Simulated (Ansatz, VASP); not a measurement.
One calculation of ZrSi2, two programs

The input INCAR:

```
ALGO = Normal
EDIFF = 1E-6
ENCUT = 520
GGA = PE
ISIF = 2
ISMEAR = 0
LASPH = True
LCHARG = False
LREAL = False
LWAVE = False
NBANDS = 29
NELM = 60
PREC = Accurate
SIGMA = 0.1184
```

Contents of KPOINTS:

```
k-points
0
Gamma
  9 9 9
```

File POSCAR:

```
ZrSi2
1.0
    0.0000000000      4.0317450000      0.0000000000
    4.0317450000      0.0000000000      0.0000000000
    2.0158720000      2.0158720000     -6.3002270000
Zr Si
2 4
Direct
    0.8750000000      0.1250000000      0.7500000000
    0.1250000000      0.8750000000      0.2500000000
    0.5410300000      0.2910300000      0.4179400000
    0.2910300000      0.5410300000      0.9179400000
    0.4589700000      0.7089700000      0.5820600000
    0.7089700000      0.4589700000      0.0820600000
```

Input for Ansatz:

```yaml
crystal:
  lattice:
    - [0.0, 4.031745, 0.0]
    - [4.031745, 0.0, 0.0]
    - [2.015872, 2.015872, -6.300227]
  atoms:
    - { symbol: Zr, position: [0.875, 0.125, 0.75] }
    - { symbol: Zr, position: [0.125, 0.875, 0.25] }
    - { symbol: Si, position: [0.54103, 0.29103, 0.41794] }
    - { symbol: Si, position: [0.29103, 0.54103, 0.91794] }
    - { symbol: Si, position: [0.45897, 0.70897, 0.58206] }
    - { symbol: Si, position: [0.70897, 0.45897, 0.08206] }
  symmetry: { tolerance: 0.0003 }
kpoints:
  mp_grid: { grid: [9, 9, 9], shift: [0, 0, 0] }
  band_path:
    path:
      - [0.0, 0.0, 0.0]
      - [0.5, 0.5, 0.5]
      - [0.5, 0.5, 0.25]
      - [0.0, 0.5, 0.0]
      - [0.0, 0.0, 0.0]
      - [0.0, 0.0, -0.5]
      - [0.0, 0.44881016, -0.27559492]
      - [0.0, 0.55118984, 0.27559492]
      - [0.0, 0.0, 0.0]
      - [0.5, 0.5, 0.5]
      - [0.44881016, 0.55118984, 0.5]
    npoints: 6
magnetization:
  spin_polarized: false
scf:
  occupations: { method: gaussian, width: 0.1184 }
  lower_state_search: "off"
  max_iter: 200
hamiltonian:
  pseudopotentials: { kind: paw }
  xc: pbe
basis:
  ecutwfc: 420
  fft_grid_basis: typed
output:
  forces: true
  stress: true
  eigenvalues: true
  bader: true
  populations: true
  elf: true
  write_potential: true
  volumetric_format: npy
  dos:
    e_range: [-12, 8]
    de: 0.05
    projected: { site_lists: { Si: [Si], Zr: [Zr] } }
checkpoint:
  read: saved_state
```

Alike in both runs: task single point; functional PBE; k mesh 9 × 9 × 9; occupations gaussian, width 0.1184 eV; no spin polarisation.

```csv
,VASP,Ansatz
version,VASP 6.6.1,Ansatz 0.2.0
potentials or method,"VASP PAW PBE potentials, release 64 (Zr_sv, Si), cutoff 520 eV",PAW plane waves
valence electrons in the cell,40,40
```

VASP gave:

| Property | Result |
| --- | --- |
| pressure (GPa) | 3.8 |
| traceless stress, the component that is largest in VASP (GPa) | 13.92 |
| rms of the force components (eV/Å) | 0.810 |

Question: Which values does Ansatz return?

Answer: Pressure (GPa): 3.8; traceless stress, the component that is largest in VASP (GPa): 14.00; rms of the force components (eV/Å): 0.817.

Atom by atom the forces differ by 0.007 eV/Å (rms over components). The functional is the same, so the differences come from potentials, cutoffs and numerics.
